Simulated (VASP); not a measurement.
Input of a VASP 6.6.1 run:

The input INCAR:

```
SYSTEM = SiW6
  PREC = Accurate
  ENCUT = 520
  EDIFF = 1E-6
  ISMEAR = 0
  SIGMA = 0.1
  LREAL = .False.
  LASPH = .True.
  NELM = 100
  ALGO = Normal
  ISIF = 2
  LWAVE = .False.
  LCHARG = .True.
  LDIPOL = .True.
  IDIPOL = 3
  DIPOL = 0.5 0.5 0.320
  GGA = PE
  IVDW = 12
  LELF = .True.
  LVHAR = .True.
  LVACPOTAV = .True.
  NBANDS = 53
```

File KPOINTS:

```
regular mesh
0
Gamma
  6 6 1
  0 0 0
```

Contents of POSCAR:

```
SiW6
1.0
    4.4682526324      0.0000000000      0.0000000000
   -2.2341263162      3.8696202902      0.0000000000
    0.0000000000      0.0000000000     21.7259061349
W Si
6 1
Direct
    0.6666666667      0.3333333333      0.1841119986
    0.3333333333      0.6666666667      0.2260931360
    0.0000000000      0.0000000000      0.2680742733
    0.6666666667      0.3333333333      0.3070897866
    0.3333333333      0.6666666667      0.3466976876
    0.0000000000      0.0000000000      0.3832248047
    0.4444444444      0.8888888889      0.5259116036
```

Potentials or basis: VASP PAW PBE potentials, release 64 (W_sv, Si).

Run with:

```bash
$ cat potpaw_PBE.64/W_sv/POTCAR potpaw_PBE.64/Si/POTCAR > POTCAR
$ mpirun -np 1 vasp_std > vasp.out
```

(1) Predict the largest force.

(2) Predict the dispersion energy per atom.

## Answers

(1) 4.299 eV/Å.

(2) -0.403 eV.
